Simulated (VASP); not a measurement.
Here is a VASP 6.6.1 calculation.

The input INCAR:

```
PREC     = Accurate       # precision mode
ENCUT    = 520            # plane-wave cutoff, eV
EDIFF    = 1E-8           # SCF threshold, eV
ISMEAR   = -1             # smearing method
SIGMA    = 0.03           # smearing width, eV
LREAL    = F              # projectors in reciprocal space
LASPH    = T              # aspherical terms in the spheres
NELM     = 150            # most SCF steps
ALGO     = Normal         # electronic algorithm
ISIF     = 2              # what is computed and relaxed
LWAVE    = F              # write WAVECAR
LCHARG   = F              # write CHGCAR
ISPIN    = 2              # spin polarisation
MAGMOM   = 1.5            # initial moments
LORBIT   = 11             # projections on sites
LMAXMIX  = 4              # l up to which the mixer works
GGA      = PS             # functional
LEFG     = T            
NBANDS   = 16             # bands
```

Contents of KPOINTS:

```
regular mesh
0
Gamma
  19 19 19
```

File POSCAR:

```
V
1.0
   -1.4925515474      1.4925515474      1.4925515474
    1.4925515474     -1.4925515474      1.4925515474
    1.4925515474      1.4925515474     -1.4925515474
V
1
Direct
    0.0000000000      0.0000000000      0.0000000000
```

Potentials or basis: VASP PAW PBE potentials, release 64 (V_sv).

The run is started by

```console
$ cat potpaw_PBE.64/V_sv/POTCAR > POTCAR
$ mpirun -np 1 vasp_std > vasp.out
```

(1) Predict the pressure.

(2) What does it give for the net moment?

Results:

(1) -5.0 GPa.

(2) 0.00 μB per cell.

Caveat: the cell stands under tension; the moments typed at the start vanished in this run; the PAW data sets were made with another functional, which shifts forces and pressure a little.
